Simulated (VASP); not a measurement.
# Sr2MgBeO6 (P1) in VASP: density of states with PBEsol

Aim: the density of states of Sr2MgBeO6 with PBEsol.

Everything below comes from runs of VASP 6.6.1. Logs are shortened: lines on timing, memory, paths and dates and some standing lists are left out, and cuts for length are marked.

### Step 1. The cell of the first run

The typed cell holds 10 atoms: a = 5.406 Å, b = 5.351 Å, c = 5.374 Å, α = 60.08°, β = 60.04°, γ = 90.44°.

### Step 2. Density of states, PBEsol

POSCAR

```
Sr2MgBeO6
1.0
   -0.0205905900      5.4062974000     -0.0015414200
    5.3513881600     -0.0209479900     -0.0195962500
    2.6774995600      2.6931554000     -3.8027591100
Sr Be Mg O
2 1 1 6
Direct
    0.2349200000      0.7443860000      0.4984250000
    0.7492770000      0.2399380000      0.4932790000
    0.9925910000      0.0010810000      0.0114650000
    0.5140700000      0.5160600000      0.9763920000
    0.2444330000      0.2370450000      0.5128490000
    0.7440410000      0.7574670000      0.4987980000
    0.2038880000      0.2574350000      0.0169720000
    0.7809910000      0.7339540000      0.9930150000
    0.2699030000      0.7849910000      0.9889090000
    0.7357000000      0.2060000000      0.0132210000
```

INCAR.step1

```
SYSTEM = Sr2MgBeO6
PREC = Accurate
ENCUT = 520
EDIFF = 1E-6
ISMEAR = -1
SIGMA = 0.0671
LREAL = .False.
LASPH = .True.
NELM = 120
ALGO = Normal
ISIF = 2
LWAVE = .False.
LCHARG = .True.
GGA = PS
NBANDS = 41
GGA_COMPAT = .False.
NEDOS = 2001
LORBIT = 11
```

KPOINTS.step1

```
Automatic mesh
0
Gamma
  4 4 5
  0 0 0.5
```

INCAR.step2

```
SYSTEM = Sr2MgBeO6
PREC = Accurate
ENCUT = 520
EDIFF = 1E-6
ISMEAR = -5
SIGMA = 0.0671
LREAL = .False.
LASPH = .True.
NELM = 120
ALGO = Normal
ISIF = 2
LWAVE = .False.
LCHARG = .False.
GGA = PS
LORBIT = 11
NBANDS = 41
NEDOS = 1001
ICHARG = 11
GGA_COMPAT = .False.
```

KPOINTS.step2

```
regular mesh
0
Gamma
  6 6 8
  0 0 0
```

Potentials or basis: VASP PAW PBE potentials, release 64 (Sr_sv, Be, Mg, O).

Launch:

```sh
cat potpaw_PBE.64/Sr_sv/POTCAR potpaw_PBE.64/Be/POTCAR potpaw_PBE.64/Mg/POTCAR potpaw_PBE.64/O/POTCAR > POTCAR
cp INCAR.step1 INCAR
cp KPOINTS.step1 KPOINTS
mpirun -np 1 vasp_std > vasp.out
cp INCAR.step2 INCAR
cp KPOINTS.step2 KPOINTS
mpirun -np 1 vasp_std > vasp.out
```

OUTCAR:

```text
SYSTEM = Sr2MgBeO6
   PREC = Accurate
   ENCUT = 520
   EDIFF = 1E-6
   ISMEAR = -5
   LREAL = .False.
   LASPH = .True.
   NELM = 120
   ISIF = 2
   GGA = PS
   LORBIT = 11
   ICHARG = 11

 ion  position               nearest neighbor table
   1  0.235  0.744  0.498-   8 2.53   9 2.54  10 2.58   7 2.62   6 2.65   5 2.68   5 2.68   6 2.75
                             7 2.76  10 2.78   9 2.85   8 2.87   4 3.17   3 3.21   3 3.24   4 3.30
   2  0.749  0.240  0.493-   7 2.46   9 2.51   6 2.57   8 2.59  10 2.67   5 2.68  10 2.71   5 2.73
                             6 2.78   8 2.79   9 2.85   7 2.93   4 3.16   3 3.16   4 3.31   3 3.32
   3  0.993  0.001  0.011-  10 1.78   7 1.80   6 1.85   5 1.89   9 1.89   8 1.90   2 3.16   1 3.21
                             1 3.24   2 3.32   2 3.33   1 3.34   2 3.35   1 3.38
   4  0.514  0.516  0.976-   6 1.81   8 1.91   9 1.96   7 2.02   5 2.03  10 2.04   2 3.16   1 3.17
                             1 3.30   2 3.31   2 3.33   1 3.34   1 3.36   2 3.37
   5  0.244  0.237  0.513-   3 1.89   4 2.03   1 2.68   2 2.68   1 2.68   2 2.73
   6  0.744  0.757  0.499-   4 1.81   3 1.85   2 2.57   1 2.65   1 2.75   2 2.78
   7  0.204  0.257  0.017-   3 1.80   4 2.02   2 2.46   1 2.62   1 2.76   2 2.93
   8  0.781  0.734  0.993-   3 1.90   4 1.91   1 2.53   2 2.59   2 2.79   1 2.87
   9  0.270  0.785  0.989-   3 1.89   4 1.96   2 2.51   1 2.54   1 2.85   2 2.85
  10  0.736  0.206  0.013-   3 1.78   4 2.04   1 2.58   2 2.67   2 2.71   1 2.78

  LATTYP: Found a triclinic cell.
 ALAT       =     9.2523163967
 B/A-ratio  =     0.5778906420
 C/A-ratio  =     0.5808596065
 COS(alpha) =     0.0009011275
 COS(beta)  =     0.2928628920
 COS(gamma) =     0.8627919473

  Lattice vectors:

 A1 = (   5.3271866100,  -0.0219093800,   7.5647843000)
 A2 = (   2.6532980100,   2.6921940100,   3.7816214400)
 A3 = (  -2.6774995600,  -2.6931554000,   3.8027591100)

Analysis of symmetry for initial positions (statically):
=====================================================================
 Subroutine PRICEL returns:
 Original cell was already a primitive cell.

 Routine SETGRP: Setting up the symmetry group for a
 triclinic supercell.

 Subroutine GETGRP returns: Found  1 space group operations
 (whereof  1 operations were pure point group operations)
 out of a pool of  2 trial point group operations.

The static configuration has the point symmetry C_1 .

Analysis of symmetry for dynamics (positions and initial velocities):
=====================================================================
 Subroutine PRICEL returns:
 Original cell was already a primitive cell.

 Routine SETGRP: Setting up the symmetry group for a
 triclinic supercell.

 Subroutine GETGRP returns: Found  1 space group operations
 (whereof  1 operations were pure point group operations)
 out of a pool of  2 trial point group operations.

The dynamic configuration has the point symmetry C_1 .

 Subroutine INISYM returns: Found  1 space group operations
 (whereof  1 operations are pure point group operations),
 and found     1 'primitive' translations

----------------------------------------------------------------------------------------

                                     Primitive cell

  volume of cell :     109.7097

  direct lattice vectors                    reciprocal lattice vectors
    -0.020590590  5.406297400 -0.001541420     0.001207149  0.185011674  0.131877228
     5.351388160 -0.020947990 -0.019596250     0.187355353  0.000751330  0.132447865
     2.677499560  2.693155400 -3.802759110    -0.000965963 -0.000078865 -0.263702941

  length of vectors
     5.406336831  5.351465040  5.374296861     0.227205590  0.229445048  0.263704722

  position of ions in fractional coordinates (direct lattice)
     0.234920000  0.744386000  0.498425000
     0.749277000  0.239938000  0.493279000
     0.992591000  0.001081000  0.011465000
     0.514070000  0.516060000  0.976392000
     0.244433000  0.237045000  0.512849000
     0.744041000  0.757467000  0.498798000
     0.203888000  0.257435000  0.016972000
     0.780991000  0.733954000  0.993015000
     0.269903000  0.784991000  0.988909000
     0.735700000  0.206000000  0.013221000

  ion indices of the primitive-cell ions
   primitive index   ion index
                 1           1
                 2           2
[... 23 lines left out ...]

  Length of vectors
     0.037867598  0.038240841  0.032963090

  Shift w.r.t. Gamma in fractional coordinates (k-lattice)
     0.000000000  0.000000000  0.000000000

 TETIRR: Found    864 inequivalent tetrahedra from     1728

 Subroutine IBZKPT returns following result:
 ===========================================

 Found    148 irreducible k-points:

 Following reciprocal coordinates:
            Coordinates               Weight
  0.000000  0.000000  0.000000      1.000000
  0.166667  0.000000  0.000000      2.000000
  0.333333  0.000000 -0.000000      2.000000
  0.500000  0.000000  0.000000      1.000000
 -0.000000  0.166667 -0.000000      2.000000
  0.166667  0.166667  0.000000      2.000000
[... 16 lines left out ...]
  0.333333  0.000000  0.125000      2.000000
  0.500000  0.000000  0.125000      2.000000
 [... further k-points ...]
   k-points           NKPTS =    148   k-points in BZ     NKDIM =    148   number of bands    NBANDS=     41
   number of dos      NEDOS =   1001   number of ions     NIONS =     10
   total plane-waves  NPLWV =  64000
   dimension x,y,z NGX =    40 NGY =   40 NGZ =   40
   dimension x,y,z NGXF=    80 NGYF=   80 NGZF=   80
   ions per type =               2   1   1   6
   NGX,Y,Z   is equivalent  to a cutoff of  12.30, 12.43, 12.37 a.u.
   NGXF,Y,Z  is equivalent  to a cutoff of  24.60, 24.85, 24.75 a.u.
 SYSTEM =  Sr2MgBeO6
   PREC   = accura    normal or accurate (medium, high low for compatibility)
   ISTART =      0    job   : 0-new  1-cont  2-samecut
   ICHARG =     11    charge: 1-file 2-atom 10-const
   ISPIN  =      1    spin polarized calculation?
   LNONCOLLINEAR =      F non collinear calculations
   LSORBIT =      F    spin-orbit coupling
   LASPH  =      T    aspherical Exc in radial PAW
   ENCUT  =  520.0 eV  38.22 Ry    6.18 a.u.  10.05  9.95  9.99*2*pi/ulx,y,z
   NELM   =    120;   NELMIN=  2; NELMDL=  0     # of ELM steps
   EDIFF  = 0.1E-05   stopping-criterion for ELM
   LREAL  =      F    real-space projection
   EDIFFG = 0.1E-04   stopping-criterion for IOM
   NSW    =      0    number of steps for IOM
   IBRION =     -1    ionic relax: 0-MD 1-quasi-New 2-CG
   NFREE  =      0    steps in history (QN), initial steepest desc. (CG)
   ISIF   =      2    stress and relaxation
   ISYM   =      2    0-nonsym 1-usesym 2-fastsym
   POTIM  = 0.5000    time-step for ionic-motion
   TEBEG  =    0.0;   TEEND  =   0.0 temperature during run
   PSTRESS=    0.0 pullay stress
   NELECT =      60.0000    total number of electrons
   NUPDOWN=      -1.0000    fix difference up-down
   EMIN   =  10.00;   EMAX   =-10.00  energy-range for DOS
   EFERMI =   0.00;   METHOD = LEGACY
   ISMEAR =    -5;   SIGMA  =   0.07  broadening in eV -4-tet -1-fermi 0-gaus
   EFERMI_NEDOS =   21; number of points for ismear=-14 and -15
   IALGO  =     38    algorithm
   IMIX   =      4    mixing-type and parameters
     AMIX     =   0.40;   BMIX     =  1.00
     AMIX_MAG =   1.60;   BMIX_MAG =  1.00
  volume/ion in A,a.u.               =      10.97        74.04
  Fermi-wavevector in a.u.,A,eV,Ry     =   1.338783  2.529933 24.386274  1.792341
  Thomas-Fermi vector in A             =   2.467227
   LORBIT       =     11    0 simple, 1 ext, 2 COOP (PROOUT), +10 PAW based schemes
   GGA     = PS    functional components
   LHFCALC =     F    Hartree Fock is set to
   AEXX    =    0.0000 exact exchange contribution
   IVDW    =     0    specifies the selected vdW correction
   LEPSILON=     F    determine dielectric tensor
   LRPA    =     F    only Hartree local field effects (RPA)
 non-spin polarized calculation
 Fermi weights with tetrahedron method with Bloechl corrections
  energy-cutoff  :      520.00
  volume of cell :      109.71
 maximum number of plane-waves:      2976

 number of electron      59.9999996 magnetization

 Free energy of the ion-electron system (eV)
  ---------------------------------------------------
  ext. energy  EPLUGINS =         0.00000000
  ---------------------------------------------------
  free energy    TOTEN  =       -58.88939295 eV

  energy without entropy =      -58.88939295  energy(sigma->0) =      -58.88939295

 E-fermi :   2.0422     XC(G=0): -11.2444

 val. band max:        2.1011895723   @ k =   0.3333  -0.0000   0.3750
 cond. band min:       1.9792689526   @ k =   0.5000   0.5000   0.2500
 fundamental gap:     -0.1219206197
 Fermi energy:         2.0421990952

 k-point     1 :       0.0000    0.0000    0.0000
  band No.  band energies     occupation
      1     -29.5873      2.00000
      2     -29.4739      2.00000
      3     -15.2664      2.00000
      4     -14.0878      2.00000
      5     -14.0423      2.00000
      6     -13.9952      2.00000
[... 1045 lines left out ...]
     40      11.9609      0.00000
     41      12.2534      0.00000

 [... further k-points ...]
[... 5 lines left out ...]
  --------------------------------------------------------------------------------------
  -------------------------------------------------------------------------------------
  Total        0.2005314      0.5408101      3.1015316      0.5828675      0.3573823     -0.1700834
  in kB        2.9285190      7.8978785     45.2941225      8.5120766      5.2191372     -2.4838625
  external PRESSURE =      18.7068400 kB  Pullay stress =       0.0000000 kB

 VOLUME and BASIS-vectors are now :
 -----------------------------------------------------------------------------
  energy-cutoff  :      520.00
  volume of cell :      109.71
      direct lattice vectors                 reciprocal lattice vectors
    -0.020590590  5.406297400 -0.001541420     0.001207149  0.185011674  0.131877228
     5.351388160 -0.020947990 -0.019596250     0.187355353  0.000751330  0.132447865
     2.677499560  2.693155400 -3.802759110    -0.000965963 -0.000078865 -0.263702941

 POSITION                                       TOTAL-FORCE (eV/Angst)
 -----------------------------------------------------------------------------------
      5.31319      2.59679     -1.91034         0.109473      0.462604      0.023840
      2.58933      5.37427     -1.88168         0.573518      0.017425     -0.114470
      0.01604      5.39710     -0.04515        -0.101259     -0.094425     -0.136970
      5.36534      5.39798     -3.72389        -1.017718     -0.486105     -2.157469
      2.63664      2.69769     -1.95526         0.193277     -0.064698     -0.691280
      5.37371      5.34998     -1.91280        -0.554344      0.099883      2.879125
      1.41888      1.14259     -0.06990        -0.944415      0.016295      0.409259
      6.57039      6.88124     -3.79178         1.307604      0.824622     -0.219173
      6.84304      4.10602     -3.77638         0.561374     -1.195839     -0.375036
      1.12264      4.00870     -0.05545        -0.127510      0.420238      0.382175
 -----------------------------------------------------------------------------------
    total drift:                               -0.009497     -0.001273      0.007092

  FREE ENERGIE OF THE ION-ELECTRON SYSTEM (eV)
  ---------------------------------------------------
  free  energy   TOTEN  =       -58.8893929472 eV

  energy  without entropy=      -58.8893929472  energy(sigma->0) =      -58.88939295

 total charge

# of ion       s       p       d       tot
------------------------------------------
    1        2.004   5.770   0.237   8.012
    2        2.005   5.772   0.246   8.023
    3        0.326   0.585   0.000   0.911
    4        0.181   0.246   0.129   0.556
    5        1.578   3.301   0.000   4.879
    6        1.575   3.391   0.000   4.966
    7        1.575   3.339   0.000   4.914
    8        1.577   3.329   0.000   4.905
    9        1.576   3.329   0.000   4.906
   10        1.574   3.337   0.000   4.911
--------------------------------------------------
tot         13.972  32.399   0.612  46.983
```

It took 20 min on 1 thread of Intel Xeon 8259CL, shared host; peak memory 0.67 GiB.

Results:

| Item | Value |
| --- | --- |
| Valence electrons inside the program's atomic spheres | Sr 8.01, 8.02; Be 0.91; Mg 0.56; O 4.88, 4.97, 4.91 |

Levels at points of the mesh, in eV from the Fermi level:
```
           k point  band 27  band 28  band 29  band 30  band 31  band 32  band 33  band 34
(0.00, 0.00, 0.00)     0.21     0.21     0.28     0.31     0.44     0.47     6.20     6.53
(0.50, 0.00, 0.00)    -0.21    -0.06     0.02     0.07     0.14     0.25     8.12     8.36
(0.00, 0.50, 0.00)    -0.31    -0.07    -0.02     0.00     0.09     0.15     8.22     8.29
(0.50, 0.50, 0.00)    -0.94    -0.84    -0.35    -0.30    -0.21     0.41     8.23     8.63
(0.00, 0.00, 0.50)    -1.02    -0.99    -0.33    -0.28    -0.21     0.42     8.12     8.38
(0.50, 0.00, 0.50)    -0.26    -0.08    -0.03     0.09     0.17     0.22     8.12     8.19
(0.00, 0.50, 0.50)    -0.18    -0.11    -0.01     0.04     0.18     0.25     8.15     8.36
(0.50, 0.50, 0.50)    -0.92    -0.86    -0.38    -0.34    -0.21     0.39     8.35     8.60
```

Caveat: the k points lie up to 0.36 Å⁻¹ apart; the PAW data sets were made with another functional, which shifts forces and pressure a little; tetrahedron occupations give inexact forces and stress in metals.
